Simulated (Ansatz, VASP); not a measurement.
# Cu: VASP beside Ansatz

```
Cu
1.0
     0.00000    1.80750    1.87980
     1.80750    0.00000    1.87980
     1.80750    1.80750    0.00000
Cu
1
Direct
  0.00000 0.00000 0.00000
```

Alike in both runs: functional PBE; k mesh 10 × 10 × 10; occupations fermi-dirac, width 0.05 eV; no spin polarisation.

```csv
,VASP,Ansatz
version,VASP 6.6.1,Ansatz 0.2.0
potentials or method,"VASP PAW PBE potentials, release 64 (Cu)",Ansatz PAW
plane-wave cutoff (eV),600,420
valence electrons in the cell,11,19
task,single point,band structure
```

VASP gave:

| Property | Result |
| --- | --- |
| gap on the k mesh at the Fermi level (eV) | none |
| pressure (GPa) | -2.6 |
| traceless stress, the component that is largest in VASP (GPa) | -1.29 |

Question: Estimate Ansatz's values.

Answer: gap on the k mesh at the Fermi level (eV): none; pressure (GPa): -3.4; traceless stress, the component that is largest in VASP (GPa): -1.29.

A gap of «none» marks a metal or a gap that the smearing closes. VASP's potentials hold 11 valence electrons a cell and Ansatz's 19, so a difference there can come from the potentials and not from the codes.
